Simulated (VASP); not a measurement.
Wanted: the native input for a VASP 6.6.1 run.

```yaml
Task: single point
Functional: PBEsol
Potentials_or_basis: VASP PAW PBE potentials, release 64 (Si, C)
Cutoff: 520 eV
k_mesh: 18 × 18 × 18
Occupations: gaussian, width 0.05 eV
Spin: no spin polarisation
Dipole_correction: no
Further_INCAR_settings: ALGO = Normal; EDIFF = 1e-06; NBANDS = 11
```

The structure of SiC (Moissanite 3C) lies in POSCAR:

```
SiC
1.0
    0.0000000000      2.1784055333      2.1784055333
    2.1784055333      0.0000000000      2.1784055333
    2.1784055333      2.1784055333      0.0000000000
Si C
1 1
Direct
    0.0000000000      0.0000000000      0.0000000000
    0.2500000000      0.2500000000      0.2500000000
```

The input as run:

INCAR

```
PREC     = Accurate       # precision mode
ENCUT    = 520            # plane-wave cutoff, eV
EDIFF    = 1E-6           # SCF threshold, eV
ISMEAR   = 0              # smearing method
SIGMA    = 0.05           # smearing width, eV
LREAL    = False          # projectors in reciprocal space
LASPH    = True           # aspherical terms in the spheres
NELM     = 60             # most SCF steps
ALGO     = Normal         # electronic algorithm
ISIF     = 2              # what is computed and relaxed
LWAVE    = False          # write WAVECAR
LCHARG   = False          # write CHGCAR
GGA      = PS             # functional
NBANDS   = 11             # bands
```

KPOINTS

```
regular mesh
0
Gamma
  18 18 18
```

Potentials or basis: VASP PAW PBE potentials, release 64 (Si, C).

Launch:

```sh
$ cat potpaw_PBE.64/Si/POTCAR potpaw_PBE.64/C/POTCAR > POTCAR
$ mpirun -np 1 vasp_std > vasp.out
```

Results of the run:

```json
{"Pressure": "0.4 GPa", "Band gap on the k mesh": "1.23 eV, indirect (least direct gap 4.44 eV)"}
```

Caveat: the PAW data sets were made with another functional, which shifts forces and pressure a little.

It took 76 s on 1 thread of AMD EPYC 9R45, with other jobs on the host, peak memory 0.13 GiB.
